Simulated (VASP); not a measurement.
# Sn (I4_1/amd) in VASP: further runs

Runs on Sn. Level: LDA. Tasks: single point.

Program: VASP 6.6.1. These are calculated values, not measurements. Logs are shortened: lines on timing, memory, paths and dates and some standing lists are left out, and cuts for length are marked.

**1. The cell of the first run**

Symmetry: I4_1/amd, No. 141, tetragonal system. Conventional cell: a = 5.714 Å, b = 5.714 Å, c = 3.117 Å, α = 90.00°, β = 90.00°, γ = 90.00°. Sn (site symmetry -4m2) has 10 Sn at 2.96 to 3.69 Å within 3.9 Å.

**2. Single point, LDA (25.44 Å³/atom)**

Input file INCAR:

```
SYSTEM = Sn
PREC = Accurate ; ENCUT = 520
EDIFF = 1E-6 ; ISMEAR = -1
SIGMA = 0.05 ; LREAL = .False.
LASPH = .True. ; NELM = 100
ALGO = Normal ; ISIF = 2
LWAVE = .False. ; LCHARG = .False.
NBANDS = 21
```

Input file KPOINTS:

```
Automatic mesh
0
Gamma
  15 15 15
  0 0 0
```

Input file POSCAR:

```
Sn
1.0
   -2.8568325061      2.8568325061      1.5584548677
    2.8568325061     -2.8568325061      1.5584548677
    2.8568325061      2.8568325061     -1.5584548677
Sn
2
Direct
    0.0000000000      0.0000000000      0.0000000000
    0.7500000000      0.2500000000      0.5000000000
```

Potentials or basis: VASP PAW LDA potentials, release 64 (Sn_d).

Launch:

```sh
cat potpaw_LDA.64/Sn_d/POTCAR > POTCAR
mpirun -np 1 vasp_std > vasp.out
```

OUTCAR:

```text
SYSTEM = Sn
   PREC = Accurate
   ENCUT = 520
   EDIFF = 1E-6
   ISMEAR = -1
   LREAL = .False.
   LASPH = .True.
   NELM = 100
   ISIF = 2

 ion  position               nearest neighbor table
   1  0.000  0.000  0.000-   2 2.96   2 2.96   2 2.96   2 2.96   2 3.69   2 3.69   2 3.69   2 3.69

   2  0.750  0.250  0.500-   1 2.96   1 2.96   1 2.96   1 2.96   1 3.69   1 3.69   1 3.69   1 3.69

  LATTYP: Found a body centered tetragonal cell.
 ALAT       =     5.7136650122
 C/A-ratio  =     0.5455184595

  Lattice vectors:

 A1 = (  -2.8568325061,   2.8568325061,   1.5584548677)
 A2 = (   2.8568325061,  -2.8568325061,   1.5584548677)
 A3 = (   2.8568325061,   2.8568325061,  -1.5584548677)

Analysis of symmetry for initial positions (statically):
=====================================================================
 Subroutine PRICEL returns:
 Original cell was already a primitive cell.

 Routine SETGRP: Setting up the symmetry group for a
 body centered tetragonal supercell.

 Subroutine GETGRP returns: Found 16 space group operations
 (whereof  8 operations were pure point group operations)
 out of a pool of 16 trial point group operations.

The static configuration has the point symmetry D_2d.
 The point group associated with its full space group is D_4h.

Analysis of symmetry for dynamics (positions and initial velocities):
=====================================================================
 Subroutine PRICEL returns:
 Original cell was already a primitive cell.

 Routine SETGRP: Setting up the symmetry group for a
 body centered tetragonal supercell.

 Subroutine GETGRP returns: Found 16 space group operations
 (whereof  8 operations were pure point group operations)
 out of a pool of 16 trial point group operations.

The dynamic configuration has the point symmetry D_2d.
 The point group associated with its full space group is D_4h.

 Subroutine INISYM returns: Found 16 space group operations
 (whereof  8 operations are pure point group operations),
 and found     1 'primitive' translations

----------------------------------------------------------------------------------------

                                     Primitive cell

  volume of cell :      50.8773

  direct lattice vectors                    reciprocal lattice vectors
    -2.856832506  2.856832506  1.558454868     0.000000000  0.175019011  0.320830593
     2.856832506 -2.856832506  1.558454868     0.175019011  0.000000000  0.320830593
     2.856832506  2.856832506 -1.558454868     0.175019011  0.175019011  0.000000000

  length of vectors
     4.330330878  4.330330878  4.330330878     0.365463984  0.365463984  0.247514259

  position of ions in fractional coordinates (direct lattice)
     0.000000000  0.000000000  0.000000000
     0.750000000  0.250000000  0.500000000

  ion indices of the primitive-cell ions
   primitive index   ion index
                 1           1
                 2           2

----------------------------------------------------------------------------------------

 KPOINTS: Automatic mesh

Automatic generation of k-mesh.
 Grid dimensions read from file:
 generate k-points for:   15   15   15

 Generating k-lattice:

  Cartesian coordinates                     Fractional coordinates (reciprocal lattice)
     0.000000000  0.011667934  0.021388706     0.066666667  0.000000000 -0.000000000
     0.011667934  0.000000000  0.021388706     0.000000000  0.066666667 -0.000000000
     0.011667934  0.011667934  0.000000000     0.000000000  0.000000000  0.066666667

  Length of vectors
     0.024364266  0.024364266  0.016500951

  Shift w.r.t. Gamma in fractional coordinates (k-lattice)
     0.000000000  0.000000000  0.000000000

 Subroutine IBZKPT returns following result:
 ===========================================

 Found    288 irreducible k-points:

 Following reciprocal coordinates:
            Coordinates               Weight
  0.000000  0.000000  0.000000      1.000000
  0.066667 -0.000000  0.000000      8.000000
  0.133333  0.000000  0.000000      8.000000
  0.200000  0.000000  0.000000      8.000000
  0.266667  0.000000  0.000000      8.000000
  0.333333 -0.000000  0.000000      8.000000
[... 16 lines left out ...]
  0.133333  0.133333  0.000000      8.000000
  0.200000  0.133333  0.000000     16.000000
 [... further k-points ...]
   k-points           NKPTS =    288   k-points in BZ     NKDIM =    288   number of bands    NBANDS=     21
   number of dos      NEDOS =    301   number of ions     NIONS =      2
   total plane-waves  NPLWV =  32768
   dimension x,y,z NGX =    32 NGY =   32 NGZ =   32
   dimension x,y,z NGXF=    64 NGYF=   64 NGZF=   64
   ions per type =               2
   NGX,Y,Z   is equivalent  to a cutoff of  12.29, 12.29, 12.29 a.u.
   NGXF,Y,Z  is equivalent  to a cutoff of  24.57, 24.57, 24.57 a.u.
 SYSTEM =  Sn
   PREC   = accura    normal or accurate (medium, high low for compatibility)
   ISTART =      0    job   : 0-new  1-cont  2-samecut
   ICHARG =      2    charge: 1-file 2-atom 10-const
   ISPIN  =      1    spin polarized calculation?
   LNONCOLLINEAR =      F non collinear calculations
   LSORBIT =      F    spin-orbit coupling
   LASPH  =      T    aspherical Exc in radial PAW
   ENCUT  =  520.0 eV  38.22 Ry    6.18 a.u.   8.05  8.05  8.05*2*pi/ulx,y,z
   NELM   =    100;   NELMIN=  2; NELMDL= -5     # of ELM steps
   EDIFF  = 0.1E-05   stopping-criterion for ELM
   LREAL  =      F    real-space projection
   EDIFFG = 0.1E-04   stopping-criterion for IOM
   NSW    =      0    number of steps for IOM
   IBRION =     -1    ionic relax: 0-MD 1-quasi-New 2-CG
   NFREE  =      0    steps in history (QN), initial steepest desc. (CG)
   ISIF   =      2    stress and relaxation
   ISYM   =      2    0-nonsym 1-usesym 2-fastsym
   POTIM  = 0.5000    time-step for ionic-motion
   TEBEG  =    0.0;   TEEND  =   0.0 temperature during run
   PSTRESS=    0.0 pullay stress
   NELECT =      28.0000    total number of electrons
   NUPDOWN=      -1.0000    fix difference up-down
   EMIN   =  10.00;   EMAX   =-10.00  energy-range for DOS
   EFERMI =   0.00;   METHOD = LEGACY
   ISMEAR =    -1;   SIGMA  =   0.05  broadening in eV -4-tet -1-fermi 0-gaus
   EFERMI_NEDOS =   21; number of points for ismear=-14 and -15
   IALGO  =     38    algorithm
   IMIX   =      4    mixing-type and parameters
     AMIX     =   0.40;   BMIX     =  1.00
     AMIX_MAG =   1.60;   BMIX_MAG =  1.00
  volume/ion in A,a.u.               =      25.44       171.67
  Fermi-wavevector in a.u.,A,eV,Ry     =   1.341589  2.535236 24.488607  1.799862
  Thomas-Fermi vector in A             =   2.469811
   LORBIT       =      0    0 simple, 1 ext, 2 COOP (PROOUT), +10 PAW based schemes
   GGA     = CA    functional components
   LHFCALC =     F    Hartree Fock is set to
   AEXX    =    0.0000 exact exchange contribution
   IVDW    =     0    specifies the selected vdW correction
   LEPSILON=     F    determine dielectric tensor
   LRPA    =     F    only Hartree local field effects (RPA)
 non-spin polarized calculation
  energy-cutoff  :      520.00
  volume of cell :       50.88
 maximum number of plane-waves:      1386
   NGX = 17   NGY = 17   NGZ = 17

 number of electron      28.0000019 magnetization

 Free energy of the ion-electron system (eV)
  ---------------------------------------------------
  ext. energy  EPLUGINS =         0.00000000
  ---------------------------------------------------
  free energy    TOTEN  =        -8.97199376 eV

  energy without entropy =       -8.96505855  energy(sigma->0) =       -8.96852615

 E-fermi :   8.5289     XC(G=0): -10.8546

 val. band max:        8.5288300044   @ k =  -0.3333   0.4667   0.0667
 cond. band min:       8.5306292319   @ k =  -0.1333  -0.2000   0.1333
 fundamental gap:      0.0017992275
 Fermi energy:         8.5289340333

 k-point     1 :       0.0000    0.0000    0.0000
  band No.  band energies     occupation
      1     -13.1351      2.00000
      2     -13.0266      2.00000
      3     -12.9845      2.00000
      4     -12.9638      2.00000
      5     -12.7778      2.00000
      6     -12.7778      2.00000
[... 13 lines left out ...]
     20      18.8138      0.00000
     21      19.4813      0.00000

 k-point     2 :       0.0667   -0.0000    0.0000
  band No.  band energies     occupation
      1     -13.1317      2.00000
      2     -13.0158      2.00000
      3     -12.9804      2.00000
      4     -12.9508      2.00000
      5     -12.7866      2.00000
      6     -12.7856      2.00000
[... 13 lines left out ...]
     20      18.4673      0.00000
     21      18.5465      0.00000

 k-point     3 :       0.1333    0.0000    0.0000
  band No.  band energies     occupation
      1     -13.1214      2.00000
      2     -12.9863      2.00000
      3     -12.9686      2.00000
      4     -12.9172      2.00000
      5     -12.8063      2.00000
      6     -12.7972      2.00000
[... 13 lines left out ...]
     20      17.3351      0.00000
     21      17.4422      0.00000

 k-point     4 :       0.2000    0.0000    0.0000
  band No.  band energies     occupation
      1     -13.1053      2.00000
      2     -12.9515      2.00000
      3     -12.9482      2.00000
      4     -12.8826      2.00000
      5     -12.8309      2.00000
      6     -12.7960      2.00000
[... 13 lines left out ...]
     20      16.4480      0.00000
     21      17.2053      0.00000

 k-point     5 :       0.2667    0.0000    0.0000
  band No.  band energies     occupation
      1     -13.0865      2.00000
      2     -12.9333      2.00000
      3     -12.9194      2.00000
      4     -12.8765      2.00000
      5     -12.8540      2.00000
      6     -12.8000      2.00000
[... 13 lines left out ...]
     20      15.7951      0.00000
     21      17.6422      0.00000
[... 382 lines left out ...]
     20      18.5359      0.00000
     21      18.7492      0.00000

 k-point    22 :      -0.0667    0.0667    0.0000
  band No.  band energies     occupation
      1     -13.1305      2.00000
      2     -13.0276      2.00000
      3     -12.9806      2.00000
      4     -12.9667      2.00000
      5     -12.7800      2.00000
      6     -12.7752      2.00000
[... 13 lines left out ...]
     20      19.0824      0.00000
     21      19.3935      0.00000

 k-point    23 :       0.1333    0.1333    0.0000
  band No.  band energies     occupation
      1     -13.0983      2.00000
      2     -12.9418      2.00000
      3     -12.9152      2.00000
      4     -12.8572      2.00000
      5     -12.8358      2.00000
      6     -12.8205      2.00000
[... 13 lines left out ...]
     20      16.1855      0.00000
     21      16.5074      0.00000

 k-point    24 :       0.2000    0.1333    0.0000
  band No.  band energies     occupation
      1     -13.0834      2.00000
      2     -12.9259      2.00000
      3     -12.9172      2.00000
      4     -12.8603      2.00000
      5     -12.8526      2.00000
      6     -12.8302      2.00000
[... 13 lines left out ...]
     20      15.9305      0.00000
     21      16.8980      0.00000

 [... further k-points ...]
[... 5 lines left out ...]
  --------------------------------------------------------------------------------------
  -------------------------------------------------------------------------------------
  Total        0.7111137      0.7111137      0.3634798      0.0000000      0.0000000      0.0000000
  in kB       22.3936998     22.3936998     11.4463524      0.0000000      0.0000000      0.0000000
  external PRESSURE =      18.7445840 kB  Pullay stress =       0.0000000 kB

 VOLUME and BASIS-vectors are now :
 -----------------------------------------------------------------------------
  energy-cutoff  :      520.00
  volume of cell :       50.88
      direct lattice vectors                 reciprocal lattice vectors
    -2.856832506  2.856832506  1.558454868     0.000000000  0.175019011  0.320830593
     2.856832506 -2.856832506  1.558454868     0.175019011  0.000000000  0.320830593
     2.856832506  2.856832506 -1.558454868     0.175019011  0.175019011  0.000000000

 POSITION                                       TOTAL-FORCE (eV/Angst)
 -----------------------------------------------------------------------------------
      0.00000      0.00000      0.00000        -0.000000      0.000000      0.000000
      0.00000      2.85683      0.77923         0.000000     -0.000000     -0.000000
 -----------------------------------------------------------------------------------
    total drift:                                0.000000     -0.000000      0.000000

  FREE ENERGIE OF THE ION-ELECTRON SYSTEM (eV)
  ---------------------------------------------------
  free  energy   TOTEN  =        -8.9719937595 eV

  energy  without entropy=       -8.9650585477  energy(sigma->0) =       -8.96852615
```

Run time: 3.2 min. Hardware: 1 thread of Oxide Virtual Turin-like, shared host; peak memory 0.31 GiB.

Results:

- Free energy: -8.9720 eV
- Pressure: 1.9 GPa
- Band gap on the k mesh: zero (bands 14 and 15 overlap by 4.60 eV)

Levels at points of the mesh, in eV from the Fermi level:
```csv
k point,band 12,band 13,band 14,band 15,band 16,band 17
"(0.00, 0.00, 0.00)",-3.52,-2.15,-2.15,2.98,6.50,6.50
```

Caveat: spin-orbit coupling is left out, which moves the levels of the heavy elements.

[end of part 1 of 3]
